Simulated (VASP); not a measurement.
# Li (P2_1/m) in VASP: single point with r2SCAN

Aim: the single point of Li with r2SCAN.

All numbers are computed with VASP 6.6.1; they aren't measurements. Logs are shortened: lines on timing, memory, paths and dates and some standing lists are left out, and cuts for length are marked.

### Step 1. The cell of the first run

The structure is monoclinic, space group P2_1/m (No. 11). The conventional cell has a = 3.111 Å, b = 5.093 Å, c = 3.111 Å, α = 90.00°, β = 120.00°, γ = 90.00°. Li (site symmetry m) has 12 Li at 3.06 to 3.20 Å within 4.0 Å.

### Step 2. Single point, r2SCAN (+0.000) A along [1 1 0] and z)

The input, POSCAR:

```
Li
1.0
    3.1110021516      0.0000000000      0.0000000000
   -1.5555010758      2.6942068945      0.0000000000
    0.0000000000      0.0000000000      5.0930000000
Li
2
Direct
    0.3871112649      0.7060348449      0.2500000000
    0.6666666667      0.3333333333      0.7500000000
```

The input, INCAR.step1:

```
PREC = Accurate ; ENCUT = 520
ISMEAR = 0 ; SIGMA = 0.15
LREAL = F ; LASPH = T
NELM = 100 ; NBANDS = 10
GGA = PE ; ALGO = Normal
EDIFF = 1E-4 ; LWAVE = T
LCHARG = F
```

The input, INCAR.step2:

```
PREC = Accurate ; ENCUT = 520
EDIFF = 1E-7 ; ISMEAR = 0
SIGMA = 0.15 ; LREAL = F
LASPH = T ; NELM = 100
ALGO = Normal ; ISIF = 2
LWAVE = F ; LCHARG = T
METAGGA = R2SCAN ; LMIXTAU = T
LELF = T ; LVHAR = T
NBANDS = 10 ; ISTART = 1
```

The input, KPOINTS:

```
Automatic mesh
0
Gamma
  18 18 10
```

Potentials or basis: VASP PAW PBE potentials, release 64 (Li_sv).

The run is started by

```console
> cat potpaw_PBE.64/Li_sv/POTCAR > POTCAR
> cp INCAR.step1 INCAR
> mpirun -np 1 vasp_std > vasp.out
> cp INCAR.step2 INCAR
> mpirun -np 1 vasp_std > vasp.out
```

OUTCAR:

```text
PREC = Accurate
   ENCUT = 520
   EDIFF = 1E-7
   ISMEAR = 0
   LREAL = F
   LASPH = T
   NELM = 100
   ISIF = 2
   METAGGA = R2SCAN
   ISTART = 1

 ion  position               nearest neighbor table
   1  0.387  0.706  0.250-
   2  0.667  0.333  0.750-

  LATTYP: Found a hexagonal cell.
 ALAT       =     3.1110021516
 C/A-ratio  =     1.6370930497

  Lattice vectors:

 A1 = (   3.1110021516,   0.0000000000,   0.0000000000)
 A2 = (  -1.5555010758,   2.6942068945,   0.0000000000)
 A3 = (   0.0000000000,   0.0000000000,   5.0930000000)

Analysis of symmetry for initial positions (statically):
=====================================================================
 Subroutine PRICEL returns:
 Original cell was already a primitive cell.

 Routine SETGRP: Setting up the symmetry group for a
 hexagonal supercell.

 Subroutine GETGRP returns: Found  4 space group operations
 (whereof  1 operations were pure point group operations)
 out of a pool of 24 trial point group operations.

The static configuration has the point symmetry C_1 .
 The point group associated with its full space group is C_2h.

Analysis of symmetry for dynamics (positions and initial velocities):
=====================================================================
 Subroutine PRICEL returns:
 Original cell was already a primitive cell.

 Routine SETGRP: Setting up the symmetry group for a
 hexagonal supercell.

 Subroutine GETGRP returns: Found  4 space group operations
 (whereof  1 operations were pure point group operations)
 out of a pool of 24 trial point group operations.

The dynamic configuration has the point symmetry C_1 .
 The point group associated with its full space group is C_2h.

 Subroutine INISYM returns: Found  4 space group operations
 (whereof  1 operations are pure point group operations),
 and found     1 'primitive' translations

----------------------------------------------------------------------------------------

                                     Primitive cell

  volume of cell :      42.6879

  direct lattice vectors                    reciprocal lattice vectors
     3.111002152  0.000000000  0.000000000     0.321439829  0.185583372  0.000000000
    -1.555501076  2.694206895  0.000000000     0.000000000  0.371166744  0.000000000
     0.000000000  0.000000000  5.093000000     0.000000000  0.000000000  0.196347929

  length of vectors
     3.111002152  3.111002152  5.093000000     0.371166744  0.371166744  0.196347929

  position of ions in fractional coordinates (direct lattice)
     0.387111265  0.706034845  0.250000000
     0.666666667  0.333333333  0.750000000

  ion indices of the primitive-cell ions
   primitive index   ion index
                 1           1
                 2           2

----------------------------------------------------------------------------------------

 KPOINTS: Automatic mesh

Automatic generation of k-mesh.
 Grid dimensions read from file:
 generate k-points for:   18   18   10

 Generating k-lattice:

  Cartesian coordinates                     Fractional coordinates (reciprocal lattice)
     0.017857768  0.010310187  0.000000000     0.055555556  0.000000000  0.000000000
     0.000000000  0.020620375  0.000000000     0.000000000  0.055555556  0.000000000
     0.000000000  0.000000000  0.019634793     0.000000000  0.000000000  0.100000000

  Length of vectors
     0.020620375  0.020620375  0.019634793

  Shift w.r.t. Gamma in fractional coordinates (k-lattice)
     0.000000000  0.000000000  0.000000000

 Subroutine IBZKPT returns following result:
 ===========================================

 Found    984 irreducible k-points:

 Following reciprocal coordinates:
            Coordinates               Weight
  0.000000  0.000000  0.000000      1.000000
  0.055556 -0.000000  0.000000      2.000000
  0.000000  0.055556  0.000000      2.000000
 -0.055556  0.055556  0.000000      2.000000
  0.111111 -0.000000  0.000000      2.000000
  0.000000  0.111111  0.000000      2.000000
[... 16 lines left out ...]
  0.444444 -0.000000  0.000000      2.000000
  0.000000  0.444444  0.000000      2.000000
 [... further k-points ...]
   k-points           NKPTS =    984   k-points in BZ     NKDIM =    984   number of bands    NBANDS=     10
   number of dos      NEDOS =    301   number of ions     NIONS =      2
   total plane-waves  NPLWV =  23040
   dimension x,y,z NGX =    24 NGY =   24 NGZ =   40
   dimension x,y,z NGXF=    48 NGYF=   48 NGZF=   80
   ions per type =               2
   NGX,Y,Z   is equivalent  to a cutoff of  12.83, 12.83, 13.06 a.u.
   NGXF,Y,Z  is equivalent  to a cutoff of  25.65, 25.65, 26.11 a.u.
 SYSTEM =  unknown system
   PREC   = accura    normal or accurate (medium, high low for compatibility)
   ISTART =      1    job   : 0-new  1-cont  2-samecut
   ICHARG =      0    charge: 1-file 2-atom 10-const
   ISPIN  =      1    spin polarized calculation?
   LNONCOLLINEAR =      F non collinear calculations
   LSORBIT =      F    spin-orbit coupling
   LASPH  =      T    aspherical Exc in radial PAW
   ENCUT  =  520.0 eV  38.22 Ry    6.18 a.u.   5.78  5.78  9.47*2*pi/ulx,y,z
   NELM   =    100;   NELMIN=  2; NELMDL=  0     # of ELM steps
   EDIFF  = 0.1E-06   stopping-criterion for ELM
   LREAL  =      F    real-space projection
   EDIFFG = 0.1E-05   stopping-criterion for IOM
   NSW    =      0    number of steps for IOM
   IBRION =     -1    ionic relax: 0-MD 1-quasi-New 2-CG
   NFREE  =      0    steps in history (QN), initial steepest desc. (CG)
   ISIF   =      2    stress and relaxation
   ISYM   =      2    0-nonsym 1-usesym 2-fastsym
   POTIM  = 0.5000    time-step for ionic-motion
   TEBEG  =    0.0;   TEEND  =   0.0 temperature during run
   PSTRESS=    0.0 pullay stress
   NELECT =       6.0000    total number of electrons
   NUPDOWN=      -1.0000    fix difference up-down
   EMIN   =  10.00;   EMAX   =-10.00  energy-range for DOS
   EFERMI =   0.00;   METHOD = LEGACY
   ISMEAR =     0;   SIGMA  =   0.15  broadening in eV -4-tet -1-fermi 0-gaus
   EFERMI_NEDOS =   21; number of points for ismear=-14 and -15
   IALGO  =     38    algorithm
   IMIX   =      4    mixing-type and parameters
     AMIX     =   0.40;   BMIX     =  1.00
     AMIX_MAG =   1.60;   BMIX_MAG =  1.00
  volume/ion in A,a.u.               =      21.34       144.04
  Fermi-wavevector in a.u.,A,eV,Ry     =   0.851184  1.608505  9.857621  0.724515
  Thomas-Fermi vector in A             =   1.967278
   LORBIT       =      0    0 simple, 1 ext, 2 COOP (PROOUT), +10 PAW based schemes
   METAGGA = R2SCAN    functional components
   LHFCALC =     F    Hartree Fock is set to
   AEXX    =    0.0000 exact exchange contribution
   IVDW    =     0    specifies the selected vdW correction
   LEPSILON=     F    determine dielectric tensor
   LRPA    =     F    only Hartree local field effects (RPA)
 non-spin polarized calculation
 Gauss-broadening in eV      SIGMA  =   0.15
  energy-cutoff  :      520.00
  volume of cell :       42.69
 maximum number of plane-waves:      1182
   NGX = 11   NGY = 11   NGZ = 19

 number of electron       6.0000000 magnetization

 Free energy of the ion-electron system (eV)
  ---------------------------------------------------
  ext. energy  EPLUGINS =         0.00000000
  ---------------------------------------------------
  free energy    TOTEN  =        -4.77196336 eV

  energy without entropy =       -4.76185356  energy(sigma->0) =       -4.76690846

 E-fermi :   0.5082     XC(G=0):  -7.3144

 val. band max:        0.5063231342   @ k =   0.5000   0.5000   0.1000
 cond. band min:       0.5140107370   @ k =  -0.4444   0.5000  -0.2000
 fundamental gap:      0.0076876027
 Fermi energy:         0.5081923260

 k-point     1 :       0.0000    0.0000    0.0000
  band No.  band energies     occupation
      1     -47.7119      2.00000
      2     -47.6959      2.00000
      3      -3.2712      2.00000
      4       0.4961      1.09081
      5       3.5016      0.00000
      6      13.7292      0.00000
      7      14.0838      0.00000
      8      14.9954      0.00000
      9      15.5746      0.00000
     10      16.0602      0.00000

 k-point     2 :       0.0556   -0.0000    0.0000
  band No.  band energies     occupation
      1     -47.7115      2.00000
      2     -47.6956      2.00000
      3      -3.2189      2.00000
      4       0.5638      0.60011
      5       3.5252      0.00000
      6      13.2451      0.00000
      7      13.3272      0.00000
      8      15.1328      0.00000
      9      15.8827      0.00000
     10      16.0242      0.00000

 k-point     3 :       0.0000    0.0556    0.0000
  band No.  band energies     occupation
      1     -47.7114      2.00000
      2     -47.6956      2.00000
      3      -3.2190      2.00000
      4       0.5641      0.59838
      5       3.5229      0.00000
      6      13.1437      0.00000
      7      13.4954      0.00000
      8      15.1891      0.00000
      9      15.7303      0.00000
     10      16.0024      0.00000

 k-point     4 :      -0.0556    0.0556    0.0000
  band No.  band energies     occupation
      1     -47.7115      2.00000
      2     -47.6956      2.00000
      3      -3.2190      2.00000
      4       0.5640      0.59868
      5       3.5235      0.00000
      6      13.1478      0.00000
      7      13.4928      0.00000
      8      15.0880      0.00000
      9      15.8390      0.00000
     10      16.0075      0.00000
[... 222 lines left out ...]
 k-point    22 :      -0.3889    0.3889    0.0000
  band No.  band energies     occupation
      1     -47.6988      2.00000
      2     -47.6910      2.00000
      3      -0.7307      2.00000
      4       2.8626      0.00000
      5       3.7857      0.00000
      6       6.7602      0.00000
      7       8.7237      0.00000
      8       9.7930      0.00000
      9       9.8866      0.00000
     10      13.8303      0.00000

 k-point    23 :       0.4444   -0.0000    0.0000
  band No.  band energies     occupation
      1     -47.6985      2.00000
      2     -47.6894      2.00000
      3      -0.0782      2.00000
      4       2.2908      0.00000
      5       4.6797      0.00000
      6       6.5466      0.00000
      7       7.5166      0.00000
      8       9.1440      0.00000
      9       9.5816      0.00000
     10      14.0998      0.00000

 k-point    24 :       0.0000    0.4444    0.0000
  band No.  band energies     occupation
      1     -47.6967      2.00000
      2     -47.6912      2.00000
      3       0.0074      2.00000
      4       1.9860      0.00000
      5       4.7737      0.00000
      6       7.1180      0.00000
      7       7.3296      0.00000
      8       8.9597      0.00000
      9       9.6136      0.00000
     10      13.8254      0.00000

 [... further k-points ...]
[... 5 lines left out ...]
  --------------------------------------------------------------------------------------
  -------------------------------------------------------------------------------------
  Total       -0.1498809     -0.0413787     -0.0767279     -0.0573836      0.0000000      0.0000000
  in kB       -5.6253815     -1.5530379     -2.8797778     -2.1537400      0.0000000      0.0000000
  external PRESSURE =      -3.3527324 kB  Pullay stress =       0.0000000 kB

 VOLUME and BASIS-vectors are now :
 -----------------------------------------------------------------------------
  energy-cutoff  :      520.00
  volume of cell :       42.69
      direct lattice vectors                 reciprocal lattice vectors
     3.111002152  0.000000000  0.000000000     0.321439829  0.185583372  0.000000000
    -1.555501076  2.694206895  0.000000000     0.000000000  0.371166744  0.000000000
     0.000000000  0.000000000  5.093000000     0.000000000  0.000000000  0.196347929

 POSITION                                       TOTAL-FORCE (eV/Angst)
 -----------------------------------------------------------------------------------
      0.10607      1.90220      1.27325        -0.001403     -0.007425      0.000000
      1.55550      0.89807      3.81975         0.001403      0.007425     -0.000000
 -----------------------------------------------------------------------------------
    total drift:                               -0.000016     -0.000006     -0.000000

  FREE ENERGIE OF THE ION-ELECTRON SYSTEM (eV)
  ---------------------------------------------------
  free  energy   TOTEN  =        -4.7719633646 eV

  energy  without entropy=       -4.7618535630  energy(sigma->0) =       -4.76690846
```

Wall time 38 min (1 thread of Intel Xeon 8259CL, shared host); peak memory 0.43 GiB.

Results:

| Quantity | Value |
| --- | --- |
| Free energy | -4.7720 eV |
| Largest force | 0.008 eV/Å |
| Band gap on the k mesh | zero (bands 3 and 4 overlap by 4.89 eV) |

Forces in eV/Å, atoms in the order of the input:
```
Li  -0.001 -0.007  0.000
Li   0.001  0.007  0.000
```

Caveat: the cell differs from its parent crystal (+0.000) A along [1 1 0] and z); the cutoff is under 1.25 times the usual one of these potentials, so pressure, stress and relaxed cells hold a basis-set (Pulay) error; the PAW data sets were made with another functional, which shifts forces and pressure a little.
